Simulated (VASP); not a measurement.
# Cs3Ta (P4/mmm) in VASP: further runs, part 2 of 2

VASP 6.6.1. Earlier steps stand in the parts before.

## 4. Single point, PBE

This run uses another cell than the first one, of 53.77 Å³/atom.

Input file INCAR:

```
  PREC = Accurate
  ENCUT = 520
  EDIFF = 1E-6
  ISMEAR = 0
  SIGMA = 0.1
  LREAL = F
  LASPH = T
  NELM = 60
  ALGO = Fast
  ISIF = 2
  LWAVE = F
  LCHARG = F
  GGA = PE
  NBANDS = 27
```

Input file KPOINTS:

```
regular mesh
0
Gamma
  10 10 10
```

Input file POSCAR:

```
Cs3Ta
1.0
    5.9937901283      0.0000000000      0.0000000000
    0.0000000000      5.9937901283      0.0000000000
    0.0000000000      0.0000000000      5.9867081097
Cs Ta
3 1
Direct
    0.0000000000      0.5000000000      0.5000000000
    0.5000000000      0.0000000000      0.5000000000
    0.5000000000      0.5000000000      0.0000000000
    0.0000000000      0.0000000000      0.0000000000
```

Potentials or basis: VASP PAW PBE potentials, release 64 (Cs_sv, Ta_pv).

Started as:

```
> cat potpaw_PBE.64/Cs_sv/POTCAR potpaw_PBE.64/Ta_pv/POTCAR > POTCAR
> mpirun -np 1 vasp_std > vasp.out
```

OUTCAR:

```text
PREC = Accurate
   ENCUT = 520
   EDIFF = 1E-6
   ISMEAR = 0
   LREAL = F
   LASPH = T
   NELM = 60
   ISIF = 2
   GGA = PE

 ion  position               nearest neighbor table
   1  0.000  0.500  0.500-
   2  0.500  0.000  0.500-
   3  0.500  0.500  0.000-
   4  0.000  0.000  0.000-

  LATTYP: Found a simple tetragonal cell.
 ALAT       =     5.9937901283
 C/A-ratio  =     0.9988184407

  Lattice vectors:

 A1 = (   5.9937901283,   0.0000000000,   0.0000000000)
 A2 = (   0.0000000000,   5.9937901283,   0.0000000000)
 A3 = (   0.0000000000,   0.0000000000,   5.9867081097)

Analysis of symmetry for initial positions (statically):
=====================================================================
 Subroutine PRICEL returns:
 Original cell was already a primitive cell.

 Routine SETGRP: Setting up the symmetry group for a
 simple tetragonal supercell.

 Subroutine GETGRP returns: Found 16 space group operations
 (whereof 16 operations were pure point group operations)
 out of a pool of 16 trial point group operations.

The static configuration has the point symmetry D_4h.

Analysis of symmetry for dynamics (positions and initial velocities):
=====================================================================
 Subroutine PRICEL returns:
 Original cell was already a primitive cell.

 Routine SETGRP: Setting up the symmetry group for a
 simple tetragonal supercell.

 Subroutine GETGRP returns: Found 16 space group operations
 (whereof 16 operations were pure point group operations)
 out of a pool of 16 trial point group operations.

The dynamic configuration has the point symmetry D_4h.

 Subroutine INISYM returns: Found 16 space group operations
 (whereof 16 operations are pure point group operations),
 and found     1 'primitive' translations

----------------------------------------------------------------------------------------

                                     Primitive cell

  volume of cell :     215.0756

  direct lattice vectors                    reciprocal lattice vectors
     5.993790128  0.000000000  0.000000000     0.166839342  0.000000000  0.000000000
     0.000000000  5.993790128  0.000000000     0.000000000  0.166839342  0.000000000
     0.000000000  0.000000000  5.986708110     0.000000000  0.000000000  0.167036706

  length of vectors
     5.993790128  5.993790128  5.986708110     0.166839342  0.166839342  0.167036706

  position of ions in fractional coordinates (direct lattice)
     0.000000000  0.500000000  0.500000000
     0.500000000  0.000000000  0.500000000
     0.500000000  0.500000000  0.000000000
     0.000000000  0.000000000  0.000000000

  ion indices of the primitive-cell ions
   primitive index   ion index
                 1           1
                 2           2
                 3           3
                 4           4

----------------------------------------------------------------------------------------

 KPOINTS: regular mesh

Automatic generation of k-mesh.
 Grid dimensions read from file:
 generate k-points for:   10   10   10

 Generating k-lattice:

  Cartesian coordinates                     Fractional coordinates (reciprocal lattice)
     0.016683934  0.000000000  0.000000000     0.100000000  0.000000000  0.000000000
     0.000000000  0.016683934  0.000000000     0.000000000  0.100000000  0.000000000
     0.000000000  0.000000000  0.016703671     0.000000000  0.000000000  0.100000000

  Length of vectors
     0.016683934  0.016683934  0.016703671

  Shift w.r.t. Gamma in fractional coordinates (k-lattice)
     0.000000000  0.000000000  0.000000000

 Subroutine IBZKPT returns following result:
 ===========================================

 Found    126 irreducible k-points:

 Following reciprocal coordinates:
            Coordinates               Weight
  0.000000  0.000000  0.000000      1.000000
  0.100000  0.000000  0.000000      4.000000
  0.200000  0.000000  0.000000      4.000000
  0.300000  0.000000  0.000000      4.000000
  0.400000  0.000000  0.000000      4.000000
  0.500000  0.000000  0.000000      2.000000
[... 16 lines left out ...]
  0.100000  0.000000  0.100000      8.000000
  0.200000  0.000000  0.100000      8.000000
 [... further k-points ...]
   k-points           NKPTS =    126   k-points in BZ     NKDIM =    126   number of bands    NBANDS=     27
   number of dos      NEDOS =    301   number of ions     NIONS =      4
   total plane-waves  NPLWV = 110592
   dimension x,y,z NGX =    48 NGY =   48 NGZ =   48
   dimension x,y,z NGXF=    96 NGYF=   96 NGZF=   96
   ions per type =               3   1
   NGX,Y,Z   is equivalent  to a cutoff of  13.31, 13.31, 13.33 a.u.
   NGXF,Y,Z  is equivalent  to a cutoff of  26.63, 26.63, 26.66 a.u.
 SYSTEM =  unknown system
   PREC   = accura    normal or accurate (medium, high low for compatibility)
   ISTART =      0    job   : 0-new  1-cont  2-samecut
   ICHARG =      2    charge: 1-file 2-atom 10-const
   ISPIN  =      1    spin polarized calculation?
   LNONCOLLINEAR =      F non collinear calculations
   LSORBIT =      F    spin-orbit coupling
   LASPH  =      T    aspherical Exc in radial PAW
   ENCUT  =  520.0 eV  38.22 Ry    6.18 a.u.  11.14 11.14 11.13*2*pi/ulx,y,z
   NELM   =     60;   NELMIN=  2; NELMDL= -5     # of ELM steps
   EDIFF  = 0.1E-05   stopping-criterion for ELM
   LREAL  =      F    real-space projection
   EDIFFG = 0.1E-04   stopping-criterion for IOM
   NSW    =      0    number of steps for IOM
   IBRION =     -1    ionic relax: 0-MD 1-quasi-New 2-CG
   NFREE  =      0    steps in history (QN), initial steepest desc. (CG)
   ISIF   =      2    stress and relaxation
   ISYM   =      2    0-nonsym 1-usesym 2-fastsym
   POTIM  = 0.5000    time-step for ionic-motion
   TEBEG  =    0.0;   TEEND  =   0.0 temperature during run
   PSTRESS=    0.0 pullay stress
   NELECT =      38.0000    total number of electrons
   NUPDOWN=      -1.0000    fix difference up-down
   EMIN   =  10.00;   EMAX   =-10.00  energy-range for DOS
   EFERMI =   0.00;   METHOD = LEGACY
   ISMEAR =     0;   SIGMA  =   0.10  broadening in eV -4-tet -1-fermi 0-gaus
   EFERMI_NEDOS =   21; number of points for ismear=-14 and -15
   IALGO  =     68    algorithm
   IMIX   =      4    mixing-type and parameters
     AMIX     =   0.40;   BMIX     =  1.00
     AMIX_MAG =   1.60;   BMIX_MAG =  1.00
  volume/ion in A,a.u.               =      53.77       362.85
  Fermi-wavevector in a.u.,A,eV,Ry     =   0.918627  1.735952 11.481612  0.843875
  Thomas-Fermi vector in A             =   2.043729
   LORBIT       =      0    0 simple, 1 ext, 2 COOP (PROOUT), +10 PAW based schemes
   GGA     = PE    functional components
   LHFCALC =     F    Hartree Fock is set to
   AEXX    =    0.0000 exact exchange contribution
   IVDW    =     0    specifies the selected vdW correction
   LEPSILON=     F    determine dielectric tensor
   LRPA    =     F    only Hartree local field effects (RPA)
 non-spin polarized calculation
 RMM-DIIS sequential band-by-band and
 Gauss-broadening in eV      SIGMA  =   0.10
  energy-cutoff  :      520.00
  volume of cell :      215.08
 maximum number of plane-waves:      5832
 NGX is ok and might be reduce to    48
   NGX = 23   NGY = 23   NGZ = 23

 number of electron      37.9999992 magnetization

 Free energy of the ion-electron system (eV)
  ---------------------------------------------------
  ext. energy  EPLUGINS =         0.00000000
  ---------------------------------------------------
  free energy    TOTEN  =        -7.36263275 eV

  energy without entropy =       -7.27629317  energy(sigma->0) =       -7.31946296

 E-fermi :   2.0661     XC(G=0):  -7.7192

 val. band max:        2.0554252562   @ k =   0.3000   0.1000   0.3000
 cond. band min:       2.0666624835   @ k =   0.3000   0.2000   0.0000
 fundamental gap:      0.0112372273
 Fermi energy:         2.0660743660

 k-point     1 :       0.0000    0.0000    0.0000
  band No.  band energies     occupation
      1     -33.0964      2.00000
      2     -33.0959      2.00000
      3     -33.0959      2.00000
      4     -21.1107      2.00000
      5     -20.9537      2.00000
      6     -20.9520      2.00000
[... 19 lines left out ...]
     26       4.5639      0.00000
     27       4.5698      0.00000
[... 667 lines left out ...]
      5     -20.9666      2.00000
      6     -20.9553      2.00000
[... 19 lines left out ...]
     26       4.3118      0.00000
     27       4.6083      0.00000

 [... further k-points ...]

------------------------ aborting loop because EDIFF is reached ----------------------------------------

  FORCE on cell =-STRESS in cart. coord.  units (eV):
  Direction    XX          YY          ZZ          XY          YZ          ZX
  --------------------------------------------------------------------------------------
  -------------------------------------------------------------------------------------
  Total        0.0305429      0.0305429      0.0375483      0.0000000      0.0000000      0.0000000
  in kB        0.2275255      0.2275255      0.2797110      0.0000000      0.0000000      0.0000000
  external PRESSURE =       0.2449206 kB  Pullay stress =       0.0000000 kB

 VOLUME and BASIS-vectors are now :
 -----------------------------------------------------------------------------
  energy-cutoff  :      520.00
  volume of cell :      215.08
      direct lattice vectors                 reciprocal lattice vectors
     5.993790128  0.000000000  0.000000000     0.166839342  0.000000000  0.000000000
     0.000000000  5.993790128  0.000000000     0.000000000  0.166839342  0.000000000
     0.000000000  0.000000000  5.986708110     0.000000000  0.000000000  0.167036706

 POSITION                                       TOTAL-FORCE (eV/Angst)
 -----------------------------------------------------------------------------------
      0.00000      2.99690      2.99335         0.000000      0.000000      0.000000
      2.99690      0.00000      2.99335         0.000000      0.000000      0.000000
      2.99690      2.99690      0.00000         0.000000      0.000000      0.000000
      0.00000      0.00000      0.00000         0.000000      0.000000      0.000000
 -----------------------------------------------------------------------------------
    total drift:                                0.000000     -0.000000     -0.000000

  FREE ENERGIE OF THE ION-ELECTRON SYSTEM (eV)
  ---------------------------------------------------
  free  energy   TOTEN  =        -7.3626327451 eV

  energy  without entropy=       -7.2762931689  energy(sigma->0) =       -7.31946296
```

OSZICAR:

```text
N       E                     dE             d eps       ncg     rms          rms(c)
DAV:   1     0.252840281373E+03    0.25284E+03   -0.16440E+04  7748   0.116E+03
DAV:   2     0.163920288396E+02   -0.23645E+03   -0.23102E+03  9309   0.225E+02
DAV:   3    -0.740202054045E+01   -0.23794E+02   -0.23496E+02  9078   0.649E+01
DAV:   4    -0.791708186005E+01   -0.51506E+00   -0.50833E+00  8275   0.102E+01
DAV:   5    -0.792612585856E+01   -0.90440E-02   -0.90146E-02  8672   0.114E+00    0.414E+00
RMM:   6    -0.821795153459E+01   -0.29183E+00   -0.54339E+00  7535   0.517E+00    0.357E+00
RMM:   7    -0.740784740393E+01    0.81010E+00   -0.57154E-01  7003   0.253E+00    0.832E-01
RMM:   8    -0.748016928400E+01   -0.72322E-01   -0.48025E-01  8316   0.162E+00    0.170E+00
RMM:   9    -0.736159556994E+01    0.11857E+00   -0.11178E-01  7411   0.102E+00    0.278E-01
RMM:  10    -0.736788369379E+01   -0.62881E-02   -0.43410E-02  9051   0.438E-01    0.441E-01
RMM:  11    -0.736663048866E+01    0.12532E-02   -0.17583E-02  8406   0.333E-01    0.332E-01
RMM:  12    -0.736260354693E+01    0.40269E-02   -0.21187E-03  7821   0.166E-01    0.381E-02
RMM:  13    -0.736265238067E+01   -0.48834E-04   -0.51468E-04  9367   0.510E-02    0.384E-02
RMM:  14    -0.736294058136E+01   -0.28820E-03   -0.99882E-04  9550   0.614E-02    0.987E-02
RMM:  15    -0.736263549222E+01    0.30509E-03   -0.41189E-04  9332   0.462E-02    0.168E-02
RMM:  16    -0.736263298739E+01    0.25048E-05   -0.26818E-05  7440   0.121E-02    0.827E-03
RMM:  17    -0.736263274511E+01    0.24228E-06   -0.54843E-06  7293   0.630E-03
   1 F= -.73626327E+01 E0= -.73194630E+01  d E =-.863396E-01
```

Run time: 9.5 min. Hardware: 1 thread of Intel Xeon 6975P-C (Granite Rapids), shared host; peak memory 0.77 GiB.

What came out:

| Item | Value |
| --- | --- |
| Free energy | -7.3626 eV |
| Pressure | 0.0 GPa |
| Band gap on the k mesh | zero (bands 19 and 20 overlap by 0.44 eV) |

Levels at points of the mesh, in eV from the Fermi level:
```tsv
k point	band 16	band 17	band 18	band 19	band 20	band 21	band 22	band 23
(0.00, 0.00, 0.00)	-3.19	-0.60	-0.60	-0.60	-0.22	-0.22	-0.22	2.21
(0.50, 0.00, 0.00)	-2.33	-0.62	-0.14	-0.05	0.23	0.23	0.24	0.54
(0.50, 0.50, 0.00)	-2.09	-0.13	0.10	0.22	0.22	0.27	0.27	0.45
(0.00, 0.00, 0.50)	-2.33	-0.61	-0.13	-0.05	0.23	0.24	0.24	0.54
(0.50, 0.00, 0.50)	-2.09	-0.13	0.11	0.22	0.22	0.27	0.27	0.45
(0.50, 0.50, 0.50)	-2.53	-0.45	-0.44	-0.44	0.33	0.33	1.59	1.59
```

Caveat: spin-orbit coupling is left out, which moves the levels of the heavy elements.

## 5. Summary

| cell | k mesh | gap on the mesh (eV) | pressure (GPa) |
| --- | --- | --- | --- |
| a = 5.288, b = 5.288, c = 5.233 Å, 4 atoms | 4 × 4 × 4 | none | 3.5 |
| a = 5.994, b = 5.994, c = 5.987 Å, 4 atoms | 8 × 8 × 8 | none | 0.0 |
| a = 5.994, b = 5.994, c = 5.987 Å, 4 atoms | 10 × 10 × 10 | none | 0.0 |

Alike in all rows: task single point; level PBE; potentials or basis VASP PAW PBE potentials, release 64 (Cs_sv, Ta_pv); no spin polarisation; cutoff (eV) 520; smearing gaussian 0.1 eV.

Caveats: spin-orbit coupling is left out, which moves the levels of the heavy elements; the cell stands under pressure (at least some runs).

Absolute energies hang on the potentials; compare differences alone.

The gap in the log of VASP goes by the Fermi energy; the results here count the filled bands.